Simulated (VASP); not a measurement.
Here is a VASP 6.6.1 calculation.

INCAR

```
ALGO = Fast ; EDIFF = 1E-6
ENCUT = 520 ; GGA = PE
ISIF = 2 ; ISMEAR = 1
IVDW = 12 ; LASPH = True
LCHARG = False ; LDAU = True
LDAUJ = 0 ; LDAUL = 2
LDAUPRINT = 1 ; LDAUTYPE = 2
LDAUU = 6.2 ; LMAXMIX = 4
LREAL = False ; LWAVE = False
NBANDS = 12 ; NELM = 150
PREC = Accurate ; SIGMA = 0.05
```

File KPOINTS:

```
k-points
0
Gamma
  11 11 11
```

File POSCAR:

```
Ti
1.0
    0.0000000000      1.9885598007      1.9885598007
    1.9885598007      0.0000000000      1.9885598007
    1.9885598007      1.9885598007      0.0000000000
Ti
1
Direct
    0.0000000000      0.0000000000      0.0000000000
```

Potentials or basis: VASP PAW PBE potentials, release 64 (Ti_sv).

The run is started by

```sh
$ cat potpaw_PBE.64/Ti_sv/POTCAR > POTCAR
$ mpirun -np 1 vasp_std > vasp.out
```

Question: Predict the dispersion energy per atom.

Answer: -0.667 eV.

Question: What does it give for the band gap on the k mesh?

Answer: Zero (band 6 reaches 11.24 eV, above the bottom of band 7 at 9.83 eV).

Question: Predict the pressure.

Answer: 27.8 GPa.

Eigenvalues of the final occupation matrices:
| site | spin | trace | eigenvalues |
| --- | --- | --- | --- |
| site 1 d | 1 | 0.86 | 0.11 0.11 0.21 0.21 0.21 |
| site 1 d | 2 | 0.86 | 0.11 0.11 0.21 0.21 0.21 |

Caveat: U without spin polarisation on a metal has little footing; pairwise dispersion overbinds metals, which lowers pressure and volume; the U is typed as a test and isn't derived for this compound.
